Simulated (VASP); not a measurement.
# Sn3GeO4 (Cm) in VASP: single point with PBE

Aim: the single point of Sn3GeO4 with PBE.

Program: VASP 6.6.1. These are calculated values, not measurements. Logs are shortened: lines on timing, memory, paths and dates and some standing lists are left out, and cuts for length are marked.

## 1. The cell of the first run

The structure is monoclinic, space group Cm (No. 8). Conventional cell: a = 7.882 Å, b = 7.451 Å, c = 5.127 Å, α = 90.00°, β = 90.99°, γ = 90.00°. Within 2.8 Å of Sn (site symmetry 1) lie 4 O at 2.12 to 2.34 Å. Sn (site symmetry m) has 4 O at 2.10 to 2.47 Å within 2.8 Å. Ge (site symmetry m) has 3 O at 1.95 to 2.00 Å within 2.6 Å. O (site symmetry m) has 3 Sn at 2.10 to 2.12 Å and 4 O at 2.69 to 2.82 Å and 1 Ge at 2.94 Å within 3.0 Å. Within 2.7 Å of O (site symmetry m) lie 1 Ge at 2.00 Å and 3 Sn at 2.17 to 2.32 Å and 2 O at 2.65 Å. Within 2.7 Å of O (site symmetry 1) lie 1 Ge at 1.95 Å and 3 Sn at 2.28 to 2.47 Å and 2 O at 2.65 to 2.69 Å.

## 2. Single point, PBE

The input, INCAR:

```
SYSTEM = Sn3GeO4
ALGO = Normal
EDIFF = 1E-6
ENCUT = 520
GGA = PE
ISIF = 2
ISMEAR = 0
LASPH = .True.
LCHARG = .False.
LREAL = .False.
LWAVE = .False.
NBANDS = 50
NELM = 60
PREC = Accurate
SIGMA = 0.1
```

The input, KPOINTS:

```
k-points
0
Gamma
  4 4 4
  0 0 0
```

The input, POSCAR:

```
Sn3GeO4
1.0
    3.9409969000     -3.7255129000      0.0000000000
    3.9409969000      3.7255129000      0.0000000000
   -0.0885749000      0.0000000000      5.1262995000
Sn Ge O
3 1 4
Direct
    0.9983370000      0.4963640000      0.7735990000
    0.4963640000      0.9983370000      0.7735990000
    0.4972200000      0.4972200000      0.2405190000
    0.9665290000      0.9665290000      0.2130440000
    0.2991570000      0.2991570000      0.9605350000
    0.7368630000      0.7368630000      0.0390200000
    0.2171900000      0.7914120000      0.0014990000
    0.7914120000      0.2171900000      0.0014990000
```

Potentials or basis: VASP PAW PBE potentials, release 64 (Sn_d, Ge_d, O).

Launch:

```bash
$ cat potpaw_PBE.64/Sn_d/POTCAR potpaw_PBE.64/Ge_d/POTCAR potpaw_PBE.64/O/POTCAR > POTCAR
$ mpirun -np 1 vasp_std > vasp.out
```

OUTCAR:

```text
SYSTEM = Sn3GeO4
   EDIFF = 1E-6
   ENCUT = 520
   GGA = PE
   ISIF = 2
   ISMEAR = 0
   LASPH = .True.
   LREAL = .False.
   NELM = 60
   PREC = Accurate

 ion  position               nearest neighbor table
   1  0.998  0.496  0.774-   5 2.12   8 2.28   6 2.32   7 2.34   3 3.59   3 3.64   2 3.71   2 3.74

   2  0.496  0.998  0.774-   5 2.12   7 2.28   6 2.32   8 2.34   3 3.59   3 3.64   1 3.71   1 3.74

   3  0.497  0.497  0.241-   5 2.10   6 2.17   7 2.47   8 2.47   1 3.59   2 3.59   1 3.64   2 3.64

   4  0.967  0.967  0.213-   7 1.95   8 1.95   6 2.00
   5  0.299  0.299  0.961-   3 2.10   2 2.12   1 2.12
   6  0.737  0.737  0.039-   4 2.00   3 2.17   1 2.32   2 2.32
   7  0.217  0.791  0.001-   4 1.95   2 2.28   1 2.34   3 2.47
   8  0.791  0.217  0.001-   4 1.95   1 2.28   2 2.34   3 2.47

  LATTYP: Found a base centered monoclinic cell.
 ALAT       =     7.8819938000
 B/A-ratio  =     0.9453224640
 C/A-ratio  =     0.6504781398
 COS(beta)  =    -0.0172759475

  Lattice vectors:

 A1 = (   3.9409969000,  -3.7255129000,   0.0000000000)
 A2 = (   3.9409969000,   3.7255129000,   0.0000000000)
 A3 = (  -0.0885749000,   0.0000000000,   5.1262995000)

Analysis of symmetry for initial positions (statically):
=====================================================================
 Subroutine PRICEL returns:
 Original cell was already a primitive cell.

 Routine SETGRP: Setting up the symmetry group for a
 base centered monoclinic supercell.

 Subroutine GETGRP returns: Found  2 space group operations
 (whereof  2 operations were pure point group operations)
 out of a pool of  4 trial point group operations.

The static configuration has the point symmetry C_1h.

Analysis of symmetry for dynamics (positions and initial velocities):
=====================================================================
 Subroutine PRICEL returns:
 Original cell was already a primitive cell.

 Routine SETGRP: Setting up the symmetry group for a
 base centered monoclinic supercell.

 Subroutine GETGRP returns: Found  2 space group operations
 (whereof  2 operations were pure point group operations)
 out of a pool of  4 trial point group operations.

The dynamic configuration has the point symmetry C_1h.

 Subroutine INISYM returns: Found  2 space group operations
 (whereof  2 operations are pure point group operations),
 and found     1 'primitive' translations

----------------------------------------------------------------------------------------

                                     Primitive cell

  volume of cell :     150.5311

  direct lattice vectors                    reciprocal lattice vectors
     3.940996900 -3.725512900  0.000000000     0.126871452 -0.134209708  0.002192152
     3.940996900  3.725512900  0.000000000     0.126871452  0.134209708  0.002192152
    -0.088574900  0.000000000  5.126299500     0.000000000  0.000000000  0.195072488

  length of vectors
     5.423181993  5.423181993  5.127064665     0.184698177  0.184698177  0.195072488

  position of ions in fractional coordinates (direct lattice)
     0.998337000  0.496364000  0.773599000
     0.496364000  0.998337000  0.773599000
     0.497220000  0.497220000  0.240519000
     0.966529000  0.966529000  0.213044000
     0.299157000  0.299157000  0.960535000
     0.736863000  0.736863000  0.039020000
     0.217190000  0.791412000  0.001499000
     0.791412000  0.217190000  0.001499000

  ion indices of the primitive-cell ions
   primitive index   ion index
                 1           1
                 2           2
                 3           3
                 4           4
                 5           5
                 6           6
                 7           7
                 8           8

----------------------------------------------------------------------------------------

 KPOINTS: k-points

Automatic generation of k-mesh.
 Grid dimensions read from file:
 generate k-points for:    4    4    4

 Generating k-lattice:

  Cartesian coordinates                     Fractional coordinates (reciprocal lattice)
     0.031717863 -0.033552427  0.000548038     0.250000000  0.000000000  0.000000000
     0.031717863  0.033552427  0.000548038     0.000000000  0.250000000  0.000000000
     0.000000000  0.000000000  0.048768122     0.000000000  0.000000000  0.250000000

  Length of vectors
     0.046174544  0.046174544  0.048768122

  Shift w.r.t. Gamma in fractional coordinates (k-lattice)
     0.000000000  0.000000000  0.000000000

 Subroutine IBZKPT returns following result:
 ===========================================

 Found     24 irreducible k-points:

 Following reciprocal coordinates:
            Coordinates               Weight
  0.000000  0.000000  0.000000      1.000000
  0.250000  0.000000  0.000000      4.000000
  0.500000  0.000000  0.000000      2.000000
  0.250000  0.250000  0.000000      2.000000
  0.500000  0.250000  0.000000      4.000000
 -0.250000  0.250000  0.000000      2.000000
[... 16 lines left out ...]
 -0.250000  0.250000  0.500000      2.000000
  0.500000  0.500000  0.500000      1.000000
   k-points           NKPTS =     24   k-points in BZ     NKDIM =     24   number of bands    NBANDS=     50
   number of dos      NEDOS =    301   number of ions     NIONS =      8
   total plane-waves  NPLWV =  64000
   dimension x,y,z NGX =    40 NGY =   40 NGZ =   40
   dimension x,y,z NGXF=    80 NGYF=   80 NGZF=   80
   ions per type =               3   1   4
   NGX,Y,Z   is equivalent  to a cutoff of  12.26, 12.26, 12.97 a.u.
   NGXF,Y,Z  is equivalent  to a cutoff of  24.52, 24.52, 25.94 a.u.
 SYSTEM =  Sn3GeO4
   PREC   = accura    normal or accurate (medium, high low for compatibility)
   ISTART =      0    job   : 0-new  1-cont  2-samecut
   ICHARG =      2    charge: 1-file 2-atom 10-const
   ISPIN  =      1    spin polarized calculation?
   LNONCOLLINEAR =      F non collinear calculations
   LSORBIT =      F    spin-orbit coupling
   LASPH  =      T    aspherical Exc in radial PAW
   ENCUT  =  520.0 eV  38.22 Ry    6.18 a.u.  10.08 10.08  9.53*2*pi/ulx,y,z
   NELM   =     60;   NELMIN=  2; NELMDL= -5     # of ELM steps
   EDIFF  = 0.1E-05   stopping-criterion for ELM
   LREAL  =      F    real-space projection
   EDIFFG = 0.1E-04   stopping-criterion for IOM
   NSW    =      0    number of steps for IOM
   IBRION =     -1    ionic relax: 0-MD 1-quasi-New 2-CG
   NFREE  =      0    steps in history (QN), initial steepest desc. (CG)
   ISIF   =      2    stress and relaxation
   ISYM   =      2    0-nonsym 1-usesym 2-fastsym
   POTIM  = 0.5000    time-step for ionic-motion
   TEBEG  =    0.0;   TEEND  =   0.0 temperature during run
   PSTRESS=    0.0 pullay stress
   NELECT =      80.0000    total number of electrons
   NUPDOWN=      -1.0000    fix difference up-down
   EMIN   =  10.00;   EMAX   =-10.00  energy-range for DOS
   EFERMI =   0.00;   METHOD = LEGACY
   ISMEAR =     0;   SIGMA  =   0.10  broadening in eV -4-tet -1-fermi 0-gaus
   EFERMI_NEDOS =   21; number of points for ismear=-14 and -15
   IALGO  =     38    algorithm
   IMIX   =      4    mixing-type and parameters
     AMIX     =   0.40;   BMIX     =  1.00
     AMIX_MAG =   1.60;   BMIX_MAG =  1.00
  volume/ion in A,a.u.               =      18.82       126.98
  Fermi-wavevector in a.u.,A,eV,Ry     =   1.326059  2.505888 23.924919  1.758432
  Thomas-Fermi vector in A             =   2.455474
   LORBIT       =      0    0 simple, 1 ext, 2 COOP (PROOUT), +10 PAW based schemes
   GGA     = PE    functional components
   LHFCALC =     F    Hartree Fock is set to
   AEXX    =    0.0000 exact exchange contribution
   IVDW    =     0    specifies the selected vdW correction
   LEPSILON=     F    determine dielectric tensor
   LRPA    =     F    only Hartree local field effects (RPA)
 non-spin polarized calculation
 Gauss-broadening in eV      SIGMA  =   0.10
  energy-cutoff  :      520.00
  volume of cell :      150.53
 maximum number of plane-waves:      4094
   NGX = 21   NGY = 21   NGZ = 19

 number of electron      80.0000016 magnetization

 Free energy of the ion-electron system (eV)
  ---------------------------------------------------
  ext. energy  EPLUGINS =         0.00000000
  ---------------------------------------------------
  free energy    TOTEN  =       -45.71469838 eV

  energy without entropy =      -45.71469768  energy(sigma->0) =      -45.71469803

 E-fermi :   5.7865     XC(G=0):  -9.6700

 val. band max:        5.5066899613   @ k =   0.0000   0.0000   0.0000
 cond. band min:       6.0663604479   @ k =   0.0000   0.0000   0.0000
 fundamental gap:      0.5596704866
 Fermi energy:         5.7865244982

 k-point     1 :       0.0000    0.0000    0.0000
  band No.  band energies     occupation
      1     -19.2656      2.00000
      2     -19.2358      2.00000
      3     -19.1695      2.00000
      4     -19.1495      2.00000
      5     -19.0880      2.00000
      6     -16.4587      2.00000
[... 42 lines left out ...]
     49      10.6529      0.00000
     50      11.0758      0.00000

 k-point     2 :       0.2500    0.0000    0.0000
  band No.  band energies     occupation
      1     -19.2658      2.00000
      2     -19.2357      2.00000
      3     -19.1695      2.00000
      4     -19.1495      2.00000
      5     -19.0880      2.00000
      6     -16.4459      2.00000
[... 42 lines left out ...]
     49      10.7051      0.00000
     50      11.1291      0.00000

 k-point     3 :       0.5000    0.0000    0.0000
  band No.  band energies     occupation
      1     -19.2659      2.00000
      2     -19.2357      2.00000
      3     -19.1695      2.00000
      4     -19.1495      2.00000
      5     -19.0879      2.00000
      6     -16.4315      2.00000
[... 1102 lines left out ...]
     49      11.2632      0.00000
     50      11.4182      0.00000

 k-point    24 :       0.5000    0.5000    0.5000
  band No.  band energies     occupation
      1     -19.2666      2.00000
      2     -19.2357      2.00000
      3     -19.1696      2.00000
      4     -19.1496      2.00000
      5     -19.0877      2.00000
      6     -16.4277      2.00000
[... 42 lines left out ...]
     49      11.5192      0.00000
     50      12.0448      0.00000

------------------------ aborting loop because EDIFF is reached ----------------------------------------

  FORCE on cell =-STRESS in cart. coord.  units (eV):
  Direction    XX          YY          ZZ          XY          YZ          ZX
  --------------------------------------------------------------------------------------
  -------------------------------------------------------------------------------------
  Total        0.1676590      0.1319415      0.1976860      0.0000000      0.0000000      0.0265805
  in kB        1.7844787      1.4043196      2.1040703      0.0000000      0.0000000      0.2829090
  external PRESSURE =       1.7642896 kB  Pullay stress =       0.0000000 kB

 VOLUME and BASIS-vectors are now :
 -----------------------------------------------------------------------------
  energy-cutoff  :      520.00
  volume of cell :      150.53
      direct lattice vectors                 reciprocal lattice vectors
     3.940996900 -3.725512900  0.000000000     0.126871452 -0.134209708  0.002192152
     3.940996900  3.725512900  0.000000000     0.126871452  0.134209708  0.002192152
    -0.088574900  0.000000000  5.126299500     0.000000000  0.000000000  0.195072488

 POSITION                                       TOTAL-FORCE (eV/Angst)
 -----------------------------------------------------------------------------------
      5.82209     -1.87011      3.96570        -0.007036      0.024527     -0.068865
      5.82209      1.87011      3.96570        -0.007036     -0.024527     -0.068865
      3.89778      0.00000      1.23297        -0.003702      0.000000      0.076538
      7.59931      0.00000      1.09213         0.019572      0.000000      0.070430
      2.27287      0.00000      4.92399        -0.002117      0.000000     -0.000116
      5.80449      0.00000      0.20003         0.000250      0.000000     -0.002028
      3.97476      2.13927      0.00768         0.000035     -0.007567     -0.003547
      3.97476     -2.13927      0.00768         0.000035      0.007567     -0.003547
 -----------------------------------------------------------------------------------
    total drift:                                0.002468      0.000000     -0.000339

  FREE ENERGIE OF THE ION-ELECTRON SYSTEM (eV)
  ---------------------------------------------------
  free  energy   TOTEN  =       -45.7146983849 eV

  energy  without entropy=      -45.7146976844  energy(sigma->0) =      -45.71469803
```

Run time: 4.5 min. Hardware: 1 thread of Intel Xeon 8259CL, shared host; peak memory 0.32 GiB.

What came out:

| Quantity | Value |
| --- | --- |
| Free energy | -45.7147 eV |
| Pressure | 0.2 GPa |
| Largest force | 0.077 eV/Å |
| Band gap on the k mesh | 0.56 eV |

Forces on the atoms (eV/Å):
```
Sn  -0.007  0.025 -0.069
Sn  -0.007 -0.025 -0.069
Sn  -0.004  0.000  0.077
Ge   0.020  0.000  0.070
O   -0.002  0.000  0.000
O    0.000  0.000 -0.002
O    0.000 -0.008 -0.004
O    0.000  0.008 -0.004
```

Levels at points of the mesh, in eV from the valence-band top:
| k point | band 36 | band 37 | band 38 | band 39 | band 40 | band 41 | band 42 | band 43 | band 44 | band 45 |
| --- | --- | --- | --- | --- | --- | --- | --- | --- | --- | --- |
| (0.00, 0.00, 0.00) | -2.72 | -2.50 | -2.02 | -1.80 | 0.00 | 0.56 | 0.71 | 1.95 | 3.97 | 4.25 |
| (0.50, 0.00, 0.00) | -3.46 | -2.91 | -2.58 | -0.90 | -0.83 | 1.99 | 2.40 | 2.52 | 3.07 | 4.01 |
| (0.50, 0.50, 0.00) | -3.99 | -2.76 | -2.55 | -2.31 | -2.21 | 2.57 | 2.59 | 2.67 | 3.01 | 5.05 |
| (0.00, 0.00, 0.50) | -3.00 | -2.50 | -2.31 | -2.16 | -1.89 | 2.10 | 2.28 | 2.55 | 3.15 | 3.46 |
| (0.50, 0.00, 0.50) | -2.69 | -2.24 | -1.95 | -1.91 | -1.73 | 1.66 | 1.85 | 2.73 | 3.13 | 3.40 |
| (0.50, 0.50, 0.50) | -3.90 | -2.03 | -1.68 | -1.62 | -1.61 | 1.89 | 2.14 | 2.34 | 2.46 | 4.79 |

Caveat: semilocal functionals underestimate gaps, and a narrow one can read as zero; spin-orbit coupling is left out, which moves the levels of the heavy elements.
